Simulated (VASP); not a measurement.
# TaC3 (Pm-3m) in VASP: notebook

TaC3 is run at these levels: PBE; tasks: single point, relaxation of cell and atoms.

All numbers are computed with VASP 6.6.1; they aren't measurements. Logs are shortened: lines on timing, memory, paths and dates and some standing lists are left out, and cuts for length are marked.

**1. The cell of the first run**

It takes space group Pm-3m (No. 221, cubic). Conventional cell: a = 3.296 Å, b = 3.296 Å, c = 3.296 Å, α = 90.00°, β = 90.00°, γ = 90.00°. Ta (site symmetry m-3m) has 12 C at 2.33 Å within 3.1 Å. C (site symmetry 4/mmm) has 4 Ta at 2.33 Å and 8 C at 2.33 Å within 3.1 Å.

**2. Single point, PBE**

Input file INCAR:

```
PREC = Accurate
ENCUT = 520
EDIFF = 1E-7
ISMEAR = 0
SIGMA = 0.1
LREAL = False
LASPH = True
NELM = 100
ALGO = Normal
ISIF = 2
LWAVE = False
LCHARG = False
GGA = PE
NBANDS = 20
```

Input file KPOINTS:

```
regular mesh
0
Gamma
  14 14 14
```

Input file POSCAR:

```
TaC3
1.0
    3.2956562992      0.0000000000      0.0000000000
    0.0000000000      3.2956562992      0.0000000000
    0.0000000000      0.0000000000      3.2956562992
Ta C
1 3
Direct
    0.0000000000      0.0000000000      0.0000000000
    0.0000000000      0.5000000000      0.5000000000
    0.5000000000      0.0000000000      0.5000000000
    0.5000000000      0.5000000000      0.0000000000
```

Potentials or basis: VASP PAW PBE potentials, release 64 (Ta_pv, C).

Command:

```sh
$ cat potpaw_PBE.64/Ta_pv/POTCAR potpaw_PBE.64/C/POTCAR > POTCAR
$ mpirun -np 1 vasp_std > vasp.out
```

OUTCAR:

```text
PREC = Accurate
   ENCUT = 520
   EDIFF = 1E-7
   ISMEAR = 0
   LREAL = False
   LASPH = True
   NELM = 100
   ISIF = 2
   GGA = PE

 ion  position               nearest neighbor table
   1  0.000  0.000  0.000-   2 2.33   3 2.33   4 2.33   2 2.33   3 2.33   2 2.33   4 2.33   2 2.33
                             3 2.33   4 2.33   3 2.33   4 2.33
   2  0.000  0.500  0.500-   1 2.33   1 2.33   1 2.33   1 2.33
   3  0.500  0.000  0.500-   1 2.33   1 2.33   1 2.33   1 2.33
   4  0.500  0.500  0.000-   1 2.33   1 2.33   1 2.33   1 2.33

  LATTYP: Found a simple cubic cell.
 ALAT       =     3.2956562992

  Lattice vectors:

 A1 = (   3.2956562992,   0.0000000000,   0.0000000000)
 A2 = (   0.0000000000,   3.2956562992,   0.0000000000)
 A3 = (   0.0000000000,   0.0000000000,   3.2956562992)

Analysis of symmetry for initial positions (statically):
=====================================================================
 Subroutine PRICEL returns:
 Original cell was already a primitive cell.

 Routine SETGRP: Setting up the symmetry group for a
 simple cubic supercell.

 Subroutine GETGRP returns: Found 48 space group operations
 (whereof 48 operations were pure point group operations)
 out of a pool of 48 trial point group operations.

The static configuration has the point symmetry O_h .

Analysis of symmetry for dynamics (positions and initial velocities):
=====================================================================
 Subroutine PRICEL returns:
 Original cell was already a primitive cell.

 Routine SETGRP: Setting up the symmetry group for a
 simple cubic supercell.

 Subroutine GETGRP returns: Found 48 space group operations
 (whereof 48 operations were pure point group operations)
 out of a pool of 48 trial point group operations.

The dynamic configuration has the point symmetry O_h .

 Subroutine INISYM returns: Found 48 space group operations
 (whereof 48 operations are pure point group operations),
 and found     1 'primitive' translations

----------------------------------------------------------------------------------------

                                     Primitive cell

  volume of cell :      35.7953
[... 88 lines left out ...]
   LNONCOLLINEAR =      F non collinear calculations
   LSORBIT =      F    spin-orbit coupling
   LASPH  =      T    aspherical Exc in radial PAW
   ENCUT  =  520.0 eV  38.22 Ry    6.18 a.u.   6.13  6.13  6.13*2*pi/ulx,y,z
   NELM   =    100;   NELMIN=  2; NELMDL= -5     # of ELM steps
   EDIFF  = 0.1E-06   stopping-criterion for ELM
   LREAL  =      F    real-space projection
   EDIFFG = 0.1E-05   stopping-criterion for IOM
   NSW    =      0    number of steps for IOM
   IBRION =     -1    ionic relax: 0-MD 1-quasi-New 2-CG
   NFREE  =      0    steps in history (QN), initial steepest desc. (CG)
   ISIF   =      2    stress and relaxation
   ISYM   =      2    0-nonsym 1-usesym 2-fastsym
   POTIM  = 0.5000    time-step for ionic-motion
   TEBEG  =    0.0;   TEEND  =   0.0 temperature during run
   PSTRESS=    0.0 pullay stress
   NELECT =      23.0000    total number of electrons
   NUPDOWN=      -1.0000    fix difference up-down
   EMIN   =  10.00;   EMAX   =-10.00  energy-range for DOS
   EFERMI =   0.00;   METHOD = LEGACY
   ISMEAR =     0;   SIGMA  =   0.10  broadening in eV -4-tet -1-fermi 0-gaus
   EFERMI_NEDOS =   21; number of points for ismear=-14 and -15
   IALGO  =     38    algorithm
   IMIX   =      4    mixing-type and parameters
     AMIX     =   0.40;   BMIX     =  1.00
     AMIX_MAG =   1.60;   BMIX_MAG =  1.00
  volume/ion in A,a.u.               =       8.95        60.39
  Fermi-wavevector in a.u.,A,eV,Ry     =   1.412675  2.669568 27.152468  1.995650
  Thomas-Fermi vector in A             =   2.534399
   LORBIT       =      0    0 simple, 1 ext, 2 COOP (PROOUT), +10 PAW based schemes
   GGA     = PE    functional components
   LHFCALC =     F    Hartree Fock is set to
   AEXX    =    0.0000 exact exchange contribution
   IVDW    =     0    specifies the selected vdW correction
   LEPSILON=     F    determine dielectric tensor
   LRPA    =     F    only Hartree local field effects (RPA)
 non-spin polarized calculation
 Gauss-broadening in eV      SIGMA  =   0.10
  energy-cutoff  :      520.00
  volume of cell :       35.80
 maximum number of plane-waves:       992
 NGX is ok and might be reduce to    28
   NGX = 13   NGY = 13   NGZ = 13

 number of electron      23.0000000 magnetization

 Free energy of the ion-electron system (eV)
  ---------------------------------------------------
  ext. energy  EPLUGINS =         0.00000000
  ---------------------------------------------------
  free energy    TOTEN  =       -31.47099324 eV

  energy without entropy =      -31.46301147  energy(sigma->0) =      -31.46700235

 E-fermi :   8.1740     XC(G=0): -13.1363

 val. band max:        8.1619572732   @ k =   0.4286   0.3571   0.0000
 cond. band min:       8.1761853129   @ k =   0.3571   0.1429   0.1429
 fundamental gap:      0.0142280397
 Fermi energy:         8.1740210609

 k-point     1 :       0.0000    0.0000    0.0000
  band No.  band energies     occupation
      1     -27.2873      2.00000
      2     -27.2873      2.00000
      3     -27.2873      2.00000
      4      -8.4838      2.00000
      5      -0.4389      2.00000
      6      -0.4389      2.00000
[... 541 lines left out ...]
     19      15.1294      0.00000
     20      15.3470      0.00000

 [... further k-points ...]

------------------------ aborting loop because EDIFF is reached ----------------------------------------

  FORCE on cell =-STRESS in cart. coord.  units (eV):
  Direction    XX          YY          ZZ          XY          YZ          ZX
  --------------------------------------------------------------------------------------
  -------------------------------------------------------------------------------------
  Total        0.1586290      0.1586290      0.1586290     -0.0000000      0.0000000     -0.0000000
  in kB        7.1001471      7.1001471      7.1001471     -0.0000000      0.0000000     -0.0000000
  external PRESSURE =       7.1001471 kB  Pullay stress =       0.0000000 kB

 VOLUME and BASIS-vectors are now :
 -----------------------------------------------------------------------------
  energy-cutoff  :      520.00
  volume of cell :       35.80
      direct lattice vectors                 reciprocal lattice vectors
     3.295656299  0.000000000  0.000000000     0.303429699  0.000000000  0.000000000
     0.000000000  3.295656299  0.000000000     0.000000000  0.303429699  0.000000000
     0.000000000  0.000000000  3.295656299     0.000000000  0.000000000  0.303429699

 POSITION                                       TOTAL-FORCE (eV/Angst)
 -----------------------------------------------------------------------------------
      0.00000      0.00000      0.00000         0.000000      0.000000      0.000000
      0.00000      1.64783      1.64783         0.000000      0.000000      0.000000
      1.64783      0.00000      1.64783         0.000000      0.000000      0.000000
      1.64783      1.64783      0.00000         0.000000      0.000000      0.000000
 -----------------------------------------------------------------------------------
    total drift:                                0.000000      0.000000      0.000000

  FREE ENERGIE OF THE ION-ELECTRON SYSTEM (eV)
  ---------------------------------------------------
  free  energy   TOTEN  =       -31.4709932397 eV

  energy  without entropy=      -31.4630114694  energy(sigma->0) =      -31.46700235
```

OSZICAR:

```text
N       E                     dE             d eps       ncg     rms          rms(c)
DAV:   1     0.128052723918E+03    0.12805E+03   -0.11745E+04  4800   0.112E+03
DAV:   2    -0.281565558905E+02   -0.15621E+03   -0.15089E+03  5932   0.300E+02
DAV:   3    -0.342328147684E+02   -0.60763E+01   -0.59593E+01  5992   0.511E+01
DAV:   4    -0.342932845049E+02   -0.60470E-01   -0.60201E-01  5460   0.521E+00
DAV:   5    -0.342938018767E+02   -0.51737E-03   -0.51729E-03  5624   0.454E-01    0.257E+01
DAV:   6    -0.315770245667E+02    0.27168E+01   -0.47968E+00  4988   0.183E+01    0.102E+01
DAV:   7    -0.314972389027E+02    0.79786E-01   -0.31764E-01  5512   0.393E+00    0.514E+00
DAV:   8    -0.314718359185E+02    0.25403E-01   -0.50058E-02  5712   0.129E+00    0.203E-01
DAV:   9    -0.314711064406E+02    0.72948E-03   -0.68471E-03  5736   0.441E-01    0.142E-01
DAV:  10    -0.314710096359E+02    0.96805E-04   -0.86706E-04  5308   0.232E-01    0.475E-02
DAV:  11    -0.314709956975E+02    0.13938E-04   -0.83425E-05  5640   0.661E-02    0.231E-02
DAV:  12    -0.314709933561E+02    0.23414E-05   -0.56224E-06  5492   0.161E-02    0.429E-03
DAV:  13    -0.314709931806E+02    0.17557E-06   -0.20497E-07  4420   0.339E-03    0.200E-03
DAV:  14    -0.314709932397E+02   -0.59174E-07   -0.51197E-08  2456   0.157E-03
   1 F= -.31470993E+02 E0= -.31467002E+02  d E =-.798177E-02
```

stdout:

```text
POSCAR found type information on POSCAR TaC
 POSCAR found :  2 types and       4 ions
 scaLAPACK will be used
 LDA part: xc-table for (Slater+PW92), standard interpolation
 POSCAR, INCAR and KPOINTS ok, starting setup
 FFT: planning ... GRIDC
 FFT: planning ... GRID_SOFT
 FFT: planning ... GRID
 WAVECAR not read
 entering main loop
```

Run time: 2.6 min. Hardware: 1 thread of AMD EPYC 7R13, shared host; peak memory 0.19 GiB.

Results:

* Free energy: -31.4710 eV
* Pressure: 0.7 GPa
* Band gap on the k mesh: zero (an odd number of electrons rules out a gap without spin polarisation)

Levels at points of the mesh, in eV from the Fermi level:
```csv
k point,band 9,band 10,band 11,band 12,band 13,band 14,band 15,band 16
"(0.00, 0.00, 0.00)",-4.89,0.44,0.44,0.44,0.95,0.95,0.95,2.17
"(0.50, 0.00, 0.00)",-5.64,-1.33,-1.33,-0.72,0.73,1.29,2.34,2.34
"(0.50, 0.50, 0.00)",-4.55,-1.61,-0.81,-0.18,-0.18,1.05,2.72,4.82
"(0.50, 0.50, 0.50)",-5.57,-5.57,3.02,3.02,4.11,4.11,4.11,4.87
```

Caveat: spin-orbit coupling is left out, which moves the levels of the heavy elements.

**3. Relaxation of cell and atoms, PBE**

This run uses another cell than the first one, of 8.97 Å³/atom.

Input file INCAR:

```
  PREC = Accurate
  ENCUT = 600
  EDIFF = 1E-6
  ISMEAR = 0
  SIGMA = 0.1
  LREAL = False
  LASPH = True
  NELM = 100
  ALGO = Normal
  ISIF = 3
  LWAVE = False
  LCHARG = False
  GGA = PE
  IBRION = 2
  NSW = 100
  EDIFFG = -0.01
```

KPOINTS is that of step 2.

Input file POSCAR:

```
TaC3
1.0
    3.2978881831      0.0000000000      0.0000000000
    0.0000000000      3.2978881831      0.0000000000
    0.0000000000      0.0000000000      3.2978881831
Ta C
1 3
Direct
    0.0000000000      0.0000000000      0.0000000000
    0.0000000000      0.5000000000      0.5000000000
    0.5000000000      0.0000000000      0.5000000000
    0.5000000000      0.5000000000      0.0000000000
```

Potentials or basis: VASP PAW PBE potentials, release 64 (Ta_pv, C).

Command:

```sh
$ cat potpaw_PBE.64/Ta_pv/POTCAR potpaw_PBE.64/C/POTCAR > POTCAR
$ mpirun -np 1 vasp_std > vasp.out
```

Wall time 95 s (1 thread of AMD EPYC 7R13, shared host); peak memory 0.19 GiB.

The run converged. Its results:

- Free energy: -31.4731 eV
- Pressure after relaxing: 0.0 GPa
- Band gap on the k mesh: zero (an odd number of electrons rules out a gap without spin polarisation)

Final structure:
```yaml
crystal:
  lattice:
    - [3.29789, 0.00000, 0.00000]
    - [0.00000, 3.29789, 0.00000]
    - [0.00000, 0.00000, 3.29789]
  atoms:
    - { symbol: Ta, position: [0.00000, 0.00000, 0.00000] }
    - { symbol: C, position: [0.00000, 0.50000, 0.50000] }
    - { symbol: C, position: [0.50000, 0.00000, 0.50000] }
    - { symbol: C, position: [0.50000, 0.50000, 0.00000] }
```

Levels at points of the mesh, in eV from the Fermi level:
| k point | band 9 | band 10 | band 11 | band 12 | band 13 | band 14 | band 15 |
| --- | --- | --- | --- | --- | --- | --- | --- |
| (0.00, 0.00, 0.00) | -4.88 | 0.44 | 0.44 | 0.44 | 0.95 | 0.95 | 0.95 |
| (0.50, 0.00, 0.00) | -5.63 | -1.33 | -1.33 | -0.73 | 0.73 | 1.29 | 2.34 |
| (0.50, 0.50, 0.00) | -4.54 | -1.60 | -0.81 | -0.18 | -0.18 | 1.05 | 2.71 |
| (0.50, 0.50, 0.50) | -5.57 | -5.57 | 3.01 | 3.01 | 4.11 | 4.11 | 4.11 |

Caveat: the relaxation stopped at its first step, so nothing moved; spin-orbit coupling is left out, which moves the levels of the heavy elements.
